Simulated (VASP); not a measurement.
# Gd (Im-3m) in VASP: a series of runs, part 3 of 4

VASP 6.6.1. Earlier steps stand in the parts before.

## 5. Electric field gradients, PBE, collinear spin, ferromagnetic start

File INCAR:

```
SYSTEM = Gd
ALGO = Normal ; EDIFF = 1E-8
ENCUT = 520 ; GGA = PE
ISIF = 2 ; ISMEAR = -1
ISPIN = 2 ; LASPH = .TRUE.
LCHARG = .FALSE. ; LEFG = .TRUE.
LMAXMIX = 6 ; LORBIT = 11
LREAL = .FALSE. ; LWAVE = .FALSE.
MAGMOM = 7 ; NBANDS = 19
NELM = 150 ; PREC = Accurate
SIGMA = 0.08
```

File KPOINTS:

```
k-points
0
G
  14 14 14
  0 0 0
```

File POSCAR:

```
Gd
1.0
   -2.0250000000      2.0250000000      2.0250000000
    2.0250000000     -2.0250000000      2.0250000000
    2.0250000000      2.0250000000     -2.0250000000
Gd
1
Direct
    0.0000000000      0.0000000000      0.0000000000
```

Potentials or basis: VASP PAW PBE potentials, release 64 (Gd).

The run is started by

```sh
> cat potpaw_PBE.64/Gd/POTCAR > POTCAR
> mpirun -np 1 vasp_std > vasp.out
```

OUTCAR:

```text
SYSTEM = Gd
   EDIFF = 1E-8
   ENCUT = 520
   GGA = PE
   ISIF = 2
   ISMEAR = -1
   ISPIN = 2
   LASPH = .TRUE.
   LORBIT = 11
   LREAL = .FALSE.
   NELM = 150
   PREC = Accurate

 ion  position               nearest neighbor table
   1  0.000  0.000  0.000-

  LATTYP: Found a body centered cubic cell.
 ALAT       =     4.0500000000

  Lattice vectors:

 A1 = (  -2.0250000000,   2.0250000000,   2.0250000000)
 A2 = (   2.0250000000,  -2.0250000000,   2.0250000000)
 A3 = (   2.0250000000,   2.0250000000,  -2.0250000000)

Analysis of symmetry for initial positions (statically):
=====================================================================
 Subroutine PRICEL returns:
 Original cell was already a primitive cell.

 Routine SETGRP: Setting up the symmetry group for a
 body centered cubic supercell.

 Subroutine GETGRP returns: Found 48 space group operations
 (whereof 48 operations were pure point group operations)
 out of a pool of 48 trial point group operations.

The static configuration has the point symmetry O_h .

Analysis of symmetry for dynamics (positions and initial velocities):
=====================================================================
 Subroutine PRICEL returns:
 Original cell was already a primitive cell.

 Routine SETGRP: Setting up the symmetry group for a
 body centered cubic supercell.

 Subroutine GETGRP returns: Found 48 space group operations
 (whereof 48 operations were pure point group operations)
 out of a pool of 48 trial point group operations.

The dynamic configuration has the point symmetry O_h .

Analysis of structural, dynamic, and magnetic symmetry:
=====================================================================
 Subroutine PRICEL returns:
 Original cell was already a primitive cell.

 Routine SETGRP: Setting up the symmetry group for a
 body centered cubic supercell.

 Subroutine GETGRP returns: Found 48 space group operations
 (whereof 48 operations were pure point group operations)
 out of a pool of 48 trial point group operations.

The overall configuration has the point symmetry O_h .

 Subroutine INISYM returns: Found 48 space group operations
 (whereof 48 operations are pure point group operations),
 and found     1 'primitive' translations

----------------------------------------------------------------------------------------

                                     Primitive cell

  volume of cell :      33.2151

  direct lattice vectors                    reciprocal lattice vectors
    -2.025000000  2.025000000  2.025000000     0.000000000  0.246913580  0.246913580
     2.025000000 -2.025000000  2.025000000     0.246913580  0.000000000  0.246913580
     2.025000000  2.025000000 -2.025000000     0.246913580  0.246913580  0.000000000

  length of vectors
     3.507402885  3.507402885  3.507402885     0.349188534  0.349188534  0.349188534

  position of ions in fractional coordinates (direct lattice)
     0.000000000  0.000000000  0.000000000

  ion indices of the primitive-cell ions
   primitive index   ion index
                 1           1

[... 93 lines left out ...]
  Fermi-wavevector in a.u.,A,eV,Ry     =   1.334711  2.522238 24.238153  1.781454
  Thomas-Fermi vector in A             =   2.463472
   LORBIT       =     11    0 simple, 1 ext, 2 COOP (PROOUT), +10 PAW based schemes
   GGA     = PE    functional components
   LHFCALC =     F    Hartree Fock is set to
   AEXX    =    0.0000 exact exchange contribution
   IVDW    =     0    specifies the selected vdW correction
   LEPSILON=     F    determine dielectric tensor
   LRPA    =     F    only Hartree local field effects (RPA)
 spin polarized calculation
  energy-cutoff  :      520.00
  volume of cell :       33.22
 maximum number of plane-waves:       935
 NGX is ok and might be reduce to    28
   NGX = 13   NGY = 13   NGZ = 13

 number of electron      18.0000009 magnetization       7.6209592

 Free energy of the ion-electron system (eV)
  ---------------------------------------------------
  ext. energy  EPLUGINS =         0.00000000
  ---------------------------------------------------
  free energy    TOTEN  =       -11.63469343 eV

  energy without entropy =      -11.58552531  energy(sigma->0) =      -11.61010937

 E-fermi :   2.9609     XC(G=0):  -9.9562

 val. band max:        2.9586930279   @ k =  -0.4286   0.5000   0.0714
 cond. band min:       2.9655609974   @ k =   0.2857   0.2143   0.1429
 fundamental gap:      0.0068679695
 Fermi energy:         2.9608710374

 spin component 1

 k-point     1 :       0.0000    0.0000    0.0000
  band No.  band energies     occupation
      1     -42.3266      1.00000
      2     -19.3565      1.00000
      3     -19.3565      1.00000
      4     -19.3565      1.00000
      5      -2.1128      1.00000
      6      -1.9202      1.00000
[... 517 lines left out ...]
     18      10.9657      0.00000
     19      12.0637      0.00000

 [... further k-points ...]

 spin component 2

 k-point     1 :       0.0000    0.0000    0.0000
  band No.  band energies     occupation
      1     -39.0852      1.00000
      2     -16.9516      1.00000
      3     -16.9516      1.00000
      4     -16.9516      1.00000
      5      -1.2263      1.00000
      6       3.3586      0.00688
[... 517 lines left out ...]
     18      12.3746      0.00000
     19      13.4182      0.00000

 [... further k-points ...]

------------------------ aborting loop because EDIFF is reached ----------------------------------------

  FORCE on cell =-STRESS in cart. coord.  units (eV):
  Direction    XX          YY          ZZ          XY          YZ          ZX
  --------------------------------------------------------------------------------------
  -------------------------------------------------------------------------------------
  Total        0.0292878      0.0292878      0.0292878      0.0000000      0.0000000      0.0000000
  in kB        1.4127379      1.4127379      1.4127379      0.0000000      0.0000000      0.0000000
  external PRESSURE =       1.4127379 kB  Pullay stress =       0.0000000 kB

 VOLUME and BASIS-vectors are now :
 -----------------------------------------------------------------------------
  energy-cutoff  :      520.00
  volume of cell :       33.22
      direct lattice vectors                 reciprocal lattice vectors
    -2.025000000  2.025000000  2.025000000     0.000000000  0.246913580  0.246913580
     2.025000000 -2.025000000  2.025000000     0.246913580  0.000000000  0.246913580
     2.025000000  2.025000000 -2.025000000     0.246913580  0.246913580  0.000000000

 POSITION                                       TOTAL-FORCE (eV/Angst)
 -----------------------------------------------------------------------------------
      0.00000      0.00000      0.00000         0.000000      0.000000      0.000000
 -----------------------------------------------------------------------------------
    total drift:                                0.000000     -0.000000     -0.000000

  FREE ENERGIE OF THE ION-ELECTRON SYSTEM (eV)
  ---------------------------------------------------
  free  energy   TOTEN  =       -11.6346934287 eV

  energy  without entropy=      -11.5855253083  energy(sigma->0) =      -11.61010937

 Electric field gradients (V/A^2)
---------------------------------------------------------------------
 ion       V_xx      V_yy      V_zz      V_xy      V_xz      V_yz
---------------------------------------------------------------------
   1       0.000     0.000    -0.000     0.001     0.001     0.001
---------------------------------------------------------------------

 Electric field gradients after diagonalization (V/A^2)
 (convention: |V_zz| > |V_xx| > |V_yy|)
----------------------------------------------------------------------
 ion       V_xx      V_yy      V_zz     asymmetry (V_yy - V_xx)/ V_zz
----------------------------------------------------------------------
   1      -0.001    -0.001     0.001       0.000
----------------------------------------------------------------------

           NMR quadrupolar parameters

 Cq : quadrupolar parameter    Cq=e*Q*V_zz/h
 eta: asymmetry parameters     (V_yy - V_xx)/ V_zz
 Q  : nuclear electric quadrupole moment in mb (millibarn)
----------------------------------------------------------------------
 ion       Cq(MHz)       eta       Q (mb)
----------------------------------------------------------------------
   1       0.000       0.000       1.000
----------------------------------------------------------------------

 total charge

# of ion       s       p       d       f       tot
--------------------------------------------------
    1        2.072   5.562   0.581   6.988  15.203

 magnetization (x)

# of ion       s       p       d       f       tot
--------------------------------------------------
    1        0.002  -0.057   0.238   6.812   6.994
```

OSZICAR:

```text
N       E                     dE             d eps       ncg     rms          rms(c)
DAV:   1     0.997443466988E+02    0.99744E+02   -0.63785E+03 10199   0.481E+03
DAV:   2     0.574650002551E+01   -0.93998E+02   -0.82792E+02 10091   0.325E+02
[... 24 lines left out ...]
DAV:  27    -0.116346935081E+02   -0.46903E-06   -0.12532E-06 12009   0.236E-02    0.861E-02
DAV:  28    -0.116346936819E+02   -0.17379E-06   -0.26099E-07 12823   0.780E-03    0.216E-02
DAV:  29    -0.116346934284E+02    0.25352E-06   -0.39273E-07 11128   0.146E-02    0.665E-03
DAV:  30    -0.116346934545E+02   -0.26062E-07   -0.17729E-08  8772   0.291E-03    0.458E-03
DAV:  31    -0.116346934348E+02    0.19611E-07   -0.32836E-09  5960   0.112E-03    0.246E-03
DAV:  32    -0.116346934287E+02    0.60963E-08   -0.19369E-09  5242   0.972E-04
   1 F= -.11634693E+02 E0= -.11610109E+02  d E =-.491681E-01  mag=     7.6210
```

Wall time 9.1 min (1 thread of Intel Xeon 8259CL, shared host); peak memory 0.26 GiB.

Results:

* Free energy: -11.6347 eV
* Pressure: 0.1 GPa
* Net moment: 7.62 μB per cell
* Site moments: Gd +6.99 μB
* Valence electrons inside the program's atomic spheres: Gd 15.20

Caveat: without QUAD_EFG the Cq values of the log hold for a quadrupole moment of 1 mb, not for the nuclei; spin-orbit coupling is left out, which moves the levels of the heavy elements.

## 6. Electric field gradients, PBE, collinear spin, ferromagnetic start (volume scaled by 1.025)

File INCAR:

```
SYSTEM = Gd
PREC     = Accurate       ! precision mode
ENCUT    = 520            ! plane-wave cutoff, eV
EDIFF    = 1E-8           ! SCF threshold, eV
ISMEAR   = -1             ! smearing method
SIGMA    = 0.08           ! smearing width, eV
LREAL    = .False.        ! projectors in reciprocal space
LASPH    = .True.         ! aspherical terms in the spheres
NELM     = 150            ! most SCF steps
ALGO     = Normal         ! electronic algorithm
ISIF     = 2              ! what is computed and relaxed
LWAVE    = .False.        ! write WAVECAR
LCHARG   = .False.        ! write CHGCAR
ISPIN    = 2              ! spin polarisation
MAGMOM   = 7              ! initial moments
LORBIT   = 11             ! projections on sites
LMAXMIX  = 6              ! l up to which the mixer works
GGA      = PE             ! functional
LEFG     = .True.       
NBANDS   = 19             ! bands
```

File KPOINTS:

```
Automatic mesh
0
Gamma
  14 14 14
  0 0 0
```

File POSCAR:

```
Gd
1.0
   -2.0417362962      2.0417362962      2.0417362962
    2.0417362962     -2.0417362962      2.0417362962
    2.0417362962      2.0417362962     -2.0417362962
Gd
1
Direct
    0.0000000000      0.0000000000      0.0000000000
```

Potentials or basis: VASP PAW PBE potentials, release 64 (Gd).

The run is started by

```sh
> cat potpaw_PBE.64/Gd/POTCAR > POTCAR
> mpirun -np 1 vasp_std > vasp.out
```

OUTCAR:

```text
SYSTEM = Gd
   PREC = Accurate
   ENCUT = 520
   EDIFF = 1E-8
   ISMEAR = -1
   LREAL = .False.
   LASPH = .True.
   NELM = 150
   ISIF = 2
   ISPIN = 2
   LORBIT = 11
   GGA = PE

 ion  position               nearest neighbor table
   1  0.000  0.000  0.000-

  LATTYP: Found a body centered cubic cell.
 ALAT       =     4.0834725924

  Lattice vectors:

 A1 = (  -2.0417362962,   2.0417362962,   2.0417362962)
 A2 = (   2.0417362962,  -2.0417362962,   2.0417362962)
 A3 = (   2.0417362962,   2.0417362962,  -2.0417362962)

Analysis of symmetry for initial positions (statically):
=====================================================================
 Subroutine PRICEL returns:
 Original cell was already a primitive cell.

 Routine SETGRP: Setting up the symmetry group for a
 body centered cubic supercell.

 Subroutine GETGRP returns: Found 48 space group operations
 (whereof 48 operations were pure point group operations)
 out of a pool of 48 trial point group operations.

The static configuration has the point symmetry O_h .

Analysis of symmetry for dynamics (positions and initial velocities):
=====================================================================
 Subroutine PRICEL returns:
 Original cell was already a primitive cell.

 Routine SETGRP: Setting up the symmetry group for a
 body centered cubic supercell.

 Subroutine GETGRP returns: Found 48 space group operations
 (whereof 48 operations were pure point group operations)
 out of a pool of 48 trial point group operations.

The dynamic configuration has the point symmetry O_h .

Analysis of structural, dynamic, and magnetic symmetry:
=====================================================================
 Subroutine PRICEL returns:
 Original cell was already a primitive cell.

 Routine SETGRP: Setting up the symmetry group for a
 body centered cubic supercell.

 Subroutine GETGRP returns: Found 48 space group operations
 (whereof 48 operations were pure point group operations)
 out of a pool of 48 trial point group operations.

The overall configuration has the point symmetry O_h .

 Subroutine INISYM returns: Found 48 space group operations
 (whereof 48 operations are pure point group operations),
 and found     1 'primitive' translations

----------------------------------------------------------------------------------------

                                     Primitive cell

  volume of cell :      34.0454

  direct lattice vectors                    reciprocal lattice vectors
    -2.041736296  2.041736296  2.041736296     0.000000000  0.244889607  0.244889607
     2.041736296 -2.041736296  2.041736296     0.244889607  0.000000000  0.244889607
     2.041736296  2.041736296 -2.041736296     0.244889607  0.244889607  0.000000000

  length of vectors
     3.536391001  3.536391001  3.536391001     0.346326204  0.346326204  0.346326204

  position of ions in fractional coordinates (direct lattice)
     0.000000000  0.000000000  0.000000000

  ion indices of the primitive-cell ions
   primitive index   ion index
                 1           1

[... 93 lines left out ...]
  Fermi-wavevector in a.u.,A,eV,Ry     =   1.323770  2.501563 23.842417  1.752368
  Thomas-Fermi vector in A             =   2.453354
   LORBIT       =     11    0 simple, 1 ext, 2 COOP (PROOUT), +10 PAW based schemes
   GGA     = PE    functional components
   LHFCALC =     F    Hartree Fock is set to
   AEXX    =    0.0000 exact exchange contribution
   IVDW    =     0    specifies the selected vdW correction
   LEPSILON=     F    determine dielectric tensor
   LRPA    =     F    only Hartree local field effects (RPA)
 spin polarized calculation
  energy-cutoff  :      520.00
  volume of cell :       34.05
 maximum number of plane-waves:       947
 NGX is ok and might be reduce to    28
   NGX = 13   NGY = 13   NGZ = 13

 number of electron      18.0000008 magnetization       7.6266596

 Free energy of the ion-electron system (eV)
  ---------------------------------------------------
  ext. energy  EPLUGINS =         0.00000000
  ---------------------------------------------------
  free energy    TOTEN  =       -11.63385472 eV

  energy without entropy =      -11.58154797  energy(sigma->0) =      -11.60770134

 E-fermi :   2.8433     XC(G=0):  -9.8479

 val. band max:        2.8433130254   @ k =   0.2857   0.2143   0.0714
 cond. band min:       2.8477482468   @ k =   0.2857   0.2143   0.1429
 fundamental gap:      0.0044352214
 Fermi energy:         2.8433159609

 spin component 1

 k-point     1 :       0.0000    0.0000    0.0000
  band No.  band energies     occupation
      1     -42.4779      1.00000
      2     -19.5316      1.00000
      3     -19.5316      1.00000
      4     -19.5316      1.00000
      5      -2.1919      1.00000
      6      -2.0568      1.00000
[... 517 lines left out ...]
     18      10.6299      0.00000
     19      11.7080      0.00000

 [... further k-points ...]

 spin component 2

 k-point     1 :       0.0000    0.0000    0.0000
  band No.  band energies     occupation
      1     -39.2365      1.00000
      2     -17.1297      1.00000
      3     -17.1297      1.00000
      4     -17.1297      1.00000
      5      -1.3109      1.00000
      6       3.2222      0.00869
[... 517 lines left out ...]
     18      12.0309      0.00000
     19      13.0569      0.00000

 [... further k-points ...]

------------------------ aborting loop because EDIFF is reached ----------------------------------------

  FORCE on cell =-STRESS in cart. coord.  units (eV):
  Direction    XX          YY          ZZ          XY          YZ          ZX
  --------------------------------------------------------------------------------------
  -------------------------------------------------------------------------------------
  Total       -0.1313130     -0.1313130     -0.1313130      0.0000000      0.0000000     -0.0000000
  in kB       -6.1795875     -6.1795875     -6.1795875      0.0000000      0.0000000     -0.0000000
  external PRESSURE =      -6.1795875 kB  Pullay stress =       0.0000000 kB

 VOLUME and BASIS-vectors are now :
 -----------------------------------------------------------------------------
  energy-cutoff  :      520.00
  volume of cell :       34.05
      direct lattice vectors                 reciprocal lattice vectors
    -2.041736296  2.041736296  2.041736296     0.000000000  0.244889607  0.244889607
     2.041736296 -2.041736296  2.041736296     0.244889607  0.000000000  0.244889607
     2.041736296  2.041736296 -2.041736296     0.244889607  0.244889607  0.000000000

 POSITION                                       TOTAL-FORCE (eV/Angst)
 -----------------------------------------------------------------------------------
      0.00000      0.00000      0.00000         0.000000     -0.000000      0.000000
 -----------------------------------------------------------------------------------
    total drift:                                0.000000     -0.000000     -0.000000

  FREE ENERGIE OF THE ION-ELECTRON SYSTEM (eV)
  ---------------------------------------------------
  free  energy   TOTEN  =       -11.6338547235 eV

  energy  without entropy=      -11.5815479665  energy(sigma->0) =      -11.60770134

 Electric field gradients (V/A^2)
---------------------------------------------------------------------
 ion       V_xx      V_yy      V_zz      V_xy      V_xz      V_yz
---------------------------------------------------------------------
   1      -0.000     0.000    -0.000     0.002     0.002     0.002
---------------------------------------------------------------------

 Electric field gradients after diagonalization (V/A^2)
 (convention: |V_zz| > |V_xx| > |V_yy|)
----------------------------------------------------------------------
 ion       V_xx      V_yy      V_zz     asymmetry (V_yy - V_xx)/ V_zz
----------------------------------------------------------------------
   1      -0.002    -0.002     0.003       0.000
----------------------------------------------------------------------

           NMR quadrupolar parameters

 Cq : quadrupolar parameter    Cq=e*Q*V_zz/h
 eta: asymmetry parameters     (V_yy - V_xx)/ V_zz
 Q  : nuclear electric quadrupole moment in mb (millibarn)
----------------------------------------------------------------------
 ion       Cq(MHz)       eta       Q (mb)
----------------------------------------------------------------------
   1       0.000       0.000       1.000
----------------------------------------------------------------------

 total charge

# of ion       s       p       d       f       tot
--------------------------------------------------
    1        2.070   5.563   0.567   6.992  15.193

 magnetization (x)

# of ion       s       p       d       f       tot
--------------------------------------------------
    1        0.001  -0.057   0.236   6.809   6.990
```

Run time: 9.3 min. Hardware: 1 thread of Intel Xeon 8259CL, shared host; peak memory 0.27 GiB.

Results:

```yaml
Free_energy: -11.6339 eV
Pressure: -0.6 GPa
Net_moment: 7.63 μB per cell
Site_moments: Gd +6.99 μB
Valence_electrons_inside_the_program's_atomic_spheres: Gd 15.19
```

Caveat: without QUAD_EFG the Cq values of the log hold for a quadrupole moment of 1 mb, not for the nuclei; spin-orbit coupling is left out, which moves the levels of the heavy elements.

(Continued in part 4 of 4.)
